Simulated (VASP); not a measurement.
# Nb2C3 in VASP: further runs, part 2 of 2

VASP 6.6.1. The steps go on from the part before.

**4. Relaxation of cell and atoms, PBE**

INCAR

```
ALGO = Normal
EDIFF = 1E-6
EDIFFG = -0.04
ENCUT = 600
GGA = PE
IBRION = 2
ISIF = 3
ISMEAR = 0
LASPH = True
LCHARG = False
LREAL = False
LWAVE = False
NELM = 80
NSW = 90
PREC = Accurate
SIGMA = 0.1
```

KPOINTS

```
k-points
0
Gamma
  6 6 4
```

POSCAR

```
Nb2C3
1.0
    2.7187372022     -1.6284072059      0.0000000000
    2.7187372022      1.6284072059      0.0000000000
   -1.9514081407      0.0000000000      5.7834960472
Nb C
2 3
Direct
    0.4293097628      0.4293097628      0.7182306449
    0.5672519785      0.5672519785      0.2817488921
    0.0003791553      0.0003791553      0.4991472045
    0.5124540333      0.9939821590      0.9994687552
    0.9939821590      0.5124540333      0.9994687552
```

Potentials or basis: VASP PAW PBE potentials, release 64 (Nb_sv, C).

Launch:

```
cat potpaw_PBE.64/Nb_sv/POTCAR potpaw_PBE.64/C/POTCAR > POTCAR
mpirun -np 1 vasp_std > vasp.out
```

OUTCAR:

```text
EDIFF = 1E-6
   EDIFFG = -0.04
   ENCUT = 600
   GGA = PE
   IBRION = 2
   ISIF = 3
   ISMEAR = 0
   LASPH = True
   LREAL = False
   NELM = 80
   NSW = 90
   PREC = Accurate

 ion  position               nearest neighbor table
   1  0.429  0.429  0.718-   5 2.17   4 2.17   3 2.22   3 2.22   3 2.29   4 2.37   5 2.37   2 2.99

   2  0.567  0.567  0.282-   4 2.17   5 2.17   3 2.20   3 2.20   3 2.30   4 2.39   5 2.39   1 2.99

   3  0.000  0.000  0.499-   2 2.20   2 2.20   1 2.22   1 2.22   1 2.29   2 2.30
   4  0.512  0.994  0.999-   5 1.57   5 1.69   2 2.17   1 2.17   1 2.37   2 2.39
   5  0.994  0.512  0.999-   4 1.57   4 1.69   2 2.17   1 2.17   1 2.37   2 2.39

  LATTYP: Found a base centered monoclinic cell.
 ALAT       =     5.4374744044
 B/A-ratio  =     0.5989571940
 C/A-ratio  =     1.1225499314
 COS(beta)  =    -0.3197019013

  Lattice vectors:

 A1 = (   2.7187372022,  -1.6284072059,   0.0000000000)
[... 388 lines left out ...]
  free energy    TOTEN  =       -46.67757516 eV

  energy without entropy =      -46.66972969  energy(sigma->0) =      -46.67365243

 E-fermi :  11.8340     XC(G=0): -12.9491

 val. band max:       11.8131239860   @ k =  -0.1667   0.0000   0.2500
 cond. band min:      11.8766753613   @ k =   0.1667  -0.0000   0.2500
 fundamental gap:      0.0635513753
 Fermi energy:        11.8340417944

 k-point     1 :       0.0000    0.0000    0.0000
  band No.  band energies     occupation
      1     -43.6970      2.00000
      2     -43.6281      2.00000
      3     -20.2932      2.00000
      4     -19.6601      2.00000
      5     -19.6205      2.00000
      6     -19.5632      2.00000
[... 613 lines left out ...]
     22      13.5613      0.00000
     23      14.2276      0.00000

 [... further k-points ...]

------------------------ aborting loop because EDIFF is reached ----------------------------------------

  FORCE on cell =-STRESS in cart. coord.  units (eV):
  Direction    XX          YY          ZZ          XY          YZ          ZX
  --------------------------------------------------------------------------------------
  -------------------------------------------------------------------------------------
  Total       -0.0470357     -0.0288479     -0.0439632      0.0000000      0.0000000     -0.0471851
  in kB       -1.4553330     -0.8925831     -1.3602669      0.0000000      0.0000000     -1.4599544
  external PRESSURE =      -1.2360610 kB  Pullay stress =       0.0000000 kB
[... 20 lines left out ...]
  FREE ENERGIE OF THE ION-ELECTRON SYSTEM (eV)
  ---------------------------------------------------
  free  energy   TOTEN  =       -46.6775751617 eV

  energy  without entropy=      -46.6697296934  energy(sigma->0) =      -46.67365243

 reached required accuracy - stopping structural energy minimisation
```

Run time: 15 min. Hardware: 1 thread of Intel Xeon 8259CL, shared host; peak memory 0.24 GiB.

Results:

| Item | Value |
| --- | --- |
| Free energy | -46.6776 eV |
| Relaxed volume | 10.36 Å³/atom |
| Relaxed cell | a = 3.223 Å, b = 3.223 Å, c = 6.082 Å, α = 105.77°, β = 105.77°, γ = 59.69° |
| Space group after relaxing (to 0.1 Å) | C2/m (No. 12) |
| Energy gained by relaxing | 16.7 meV/atom |
| Ionic steps | 10 |
| Pressure after relaxing | -0.1 GPa |
| Largest force after relaxing | 0.038 eV/Å |
| Band gap on the k mesh | zero (bands 19 and 20 overlap by 1.89 eV) |

Forces on the atoms (eV/Å):
```
Nb   0.010  0.000  0.001
Nb  -0.004  0.000 -0.009
C    0.038  0.000 -0.001
C   -0.022  0.006  0.004
C   -0.022 -0.006  0.004
```

Stress tensor (GPa, compression positive):
```
-0.15  0.00 -0.15
 0.00 -0.09  0.00
-0.15  0.00 -0.14
```

Step by step:
```
step  energy change (eV)  largest force (eV/Å)  pressure (GPa)  volume (Å³)
   1              0.0000                0.5273            3.46        51.21
   2             -0.0503                0.3200           -5.75        52.85
   3             -0.0570                0.2964           -3.63        52.43
   4             -0.0694                0.2185            2.28        51.40
   5             -0.0769                0.1732           -0.04        51.78
   6             -0.0821                0.0695            0.54        51.68
   7             -0.0821                0.0661            0.58        51.68
   8             -0.0826                0.0504           -0.77        51.91
   9             -0.0828                0.0527           -0.37        51.84
  10             -0.0833                0.0375           -0.12        51.78
```

Final structure:
```xyz
5
Lattice="2.7950 -1.6038 0.0239 2.7950 1.6038 0.0239 -1.9554 0.0000 5.7590" Properties=species:S:1:pos:R:3 pbc="T T T"
Nb    0.9928    0.0000    4.1824
Nb    2.6489    0.0000    1.6212
C     4.6121    0.0000    2.9248
C    -0.5500   -0.8034    5.7683
C    -0.5500    0.8034    5.7683
```

Levels at points of the mesh, in eV from the Fermi level:
```tsv
k point	band 17	band 18	band 19	band 20	band 21	band 22
(0.00, 0.00, 0.00)	-2.36	-2.34	-1.51	-0.81	0.13	1.12
(0.50, 0.00, 0.00)	-3.30	-2.49	-0.07	1.94	2.64	2.68
(0.50, 0.50, 0.00)	-2.30	-2.03	-0.22	1.77	2.21	2.63
(0.00, 0.00, 0.50)	-2.25	-2.22	-1.50	-0.75	0.77	1.37
(0.50, 0.00, 0.50)	-1.96	-0.91	-0.55	1.63	2.23	2.30
(0.50, 0.50, 0.50)	-3.70	-2.85	0.53	2.40	2.40	2.66
```

Caveat: the k points lie up to 0.38 Å⁻¹ apart in the final cell, too coarse for converged energies and pressures of a metal.

**5. Single point, PBE**

This run uses another cell than the first one, of 10.41 Å³/atom.

INCAR

```
ALGO = Normal ; EDIFF = 1E-6
ENCUT = 520 ; GGA = PE
ISIF = 2 ; ISMEAR = 0
LASPH = T ; LCHARG = F
LREAL = F ; LWAVE = F
NBANDS = 27 ; NELM = 80
PREC = Accurate ; SIGMA = 0.1
```

KPOINTS

```
k-points
0
Gamma
  14 14 8
```

POSCAR

```
Nb2C3
1.0
    2.7918763186     -1.6236907769     -0.0004611110
    2.7918763186      1.6236907769     -0.0004611110
   -1.9080159098      0.0000000000      5.7433235832
Nb C
2 3
Direct
    0.4315276635      0.4315276635      0.7244108973
    0.5684723365      0.5684723365      0.2755891027
    0.0000000000      0.0000000000      0.5000000000
    0.5000000000      0.0000000000      0.0000000000
    0.0000000000      0.5000000000      0.0000000000
```

Launch:

```
cat potpaw_PBE.64/Nb_sv/POTCAR potpaw_PBE.64/C/POTCAR > POTCAR
mpirun -np 1 vasp_std > vasp.out
```

Run time: 12 min. Hardware: 1 thread of Intel Xeon 8259CL, shared host; peak memory 0.56 GiB.

It converged, with:

* Free energy: -46.6360 eV
* Pressure: -0.4 GPa
* Largest force: 0.005 eV/Å
* Band gap on the k mesh: zero (bands 19 and 20 overlap by 2.28 eV)

Forces on the atoms (eV/Å):
```
Nb   0.004  0.000  0.002
Nb  -0.004  0.000 -0.002
C    0.000  0.000  0.000
C    0.000  0.000  0.000
C    0.000  0.000  0.000
```

Stress tensor (GPa, compression positive):
```
-0.39  0.00 -0.01
 0.00 -0.23  0.00
-0.01  0.00 -0.44
```

Levels at points of the mesh, in eV from the Fermi level:
| k point | band 17 | band 18 | band 19 | band 20 | band 21 | band 22 |
| --- | --- | --- | --- | --- | --- | --- |
| (0.00, 0.00, 0.00) | -2.32 | -2.08 | -1.66 | -0.69 | 0.17 | 1.14 |
| (0.50, 0.00, 0.00) | -3.14 | -2.40 | 0.12 | 1.91 | 2.61 | 2.65 |
| (0.50, 0.50, 0.00) | -2.40 | -1.88 | -0.30 | 1.70 | 2.34 | 2.61 |
| (0.00, 0.00, 0.50) | -2.38 | -2.33 | -1.64 | -0.60 | 0.95 | 1.39 |
| (0.50, 0.00, 0.50) | -1.87 | -0.79 | -0.42 | 1.72 | 2.18 | 2.32 |
| (0.50, 0.50, 0.50) | -3.52 | -2.74 | 0.42 | 2.31 | 2.47 | 2.65 |

**6. Overview**

| task | cell | k mesh | cutoff (eV) | gap on the mesh (eV) | pressure (GPa) | largest force (eV/Å) |
| --- | --- | --- | --- | --- | --- | --- |
| single point | a = 3.169, b = 3.169, c = 6.104 Å, angles 105.9, 105.9, 61.8°, 5 atoms, atomic positions A | 6 × 6 × 4 | 520 | none | 3.6 | 0.53 |
| single point | a = 3.225, b = 3.225, c = 6.083 Å, angles 105.8, 105.8, 59.7°, 5 atoms, atomic positions B | 6 × 6 × 4 | 520 | none | -0.2 | 0.03 |
| relaxation of cell and atoms | relaxed from a = 3.169, b = 3.169, c = 6.104 Å, angles 105.9, 105.9, 61.8°, 5 atoms, atomic positions A | 6 × 6 × 4 | 600 | none | -0.1 | 0.04 |
| single point | a = 3.230, b = 3.230, c = 6.052 Å, angles 105.8, 105.8, 60.4°, 5 atoms, atomic positions C | 14 × 14 × 8 | 520 | none | -0.4 | - |

Alike in all rows: level PBE; potentials or basis VASP PAW PBE potentials, release 64 (Nb_sv, C); no spin polarisation; smearing gaussian 0.1 eV.

Caveats: some runs use coarse meshes.

Total energies depend on the potentials used, so only differences within one code and one set of settings carry meaning.

The gap in the log of VASP goes by the Fermi energy; the results here count the filled bands.